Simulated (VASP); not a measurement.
The system is LiF.

```
Li F
1.0
     0.00000    2.01400    2.01400
     2.01400    0.00000    2.01400
     2.01400    2.01400    0.00000
Li F
1 1
Direct
  0.00000 0.00000 0.00000
  0.50000 0.50000 0.50000
```

| Item | Value |
| --- | --- |
| Program | VASP 6.6.1 |
| Task | relaxation of cell and atoms |
| Functional | LDA |
| Potentials or basis | VASP PAW LDA potentials, release 64 (Li_sv, F) |
| Cutoff | 600 eV |
| k mesh | 16 × 16 × 16 |
| Occupations | fermi-dirac, width 0.08 eV |
| Spin | no spin polarisation |

At the start: pressure -7.0 GPa; volume 8.17 Å³/atom.

Problem. How do energy, volume and symmetry change on relaxing?

Solution. Over 4 steps the energy falls by 18.5 meV/atom and the volume is 7.39 Å³/atom (-9.5 %); space group Fm-3m (No. 225, to 0.1 Å) before and after.

The path:
```tsv
step	energy change (eV)	largest force (eV/Å)	pressure (GPa)	volume (Å³)
1	0.0000	0.0000	-7.00	16.34
2	-0.0283	0.0000	-3.74	15.51
3	-0.0369	0.0000	-0.51	14.88
4	-0.0371	0.0000	0.02	14.79
```

Final structure:
```
Li F
1.0
     0.00000    1.94820    1.94820
     1.94820    0.00000    1.94820
     1.94820    1.94820    0.00000
Li F
1 1
Direct
  0.00000 0.00000 0.00000
  0.50000 0.50000 0.50000
```

Caveat: the cutoff is under 1.25 times the usual one of these potentials, so pressure, stress and relaxed cells hold a basis-set (Pulay) error.
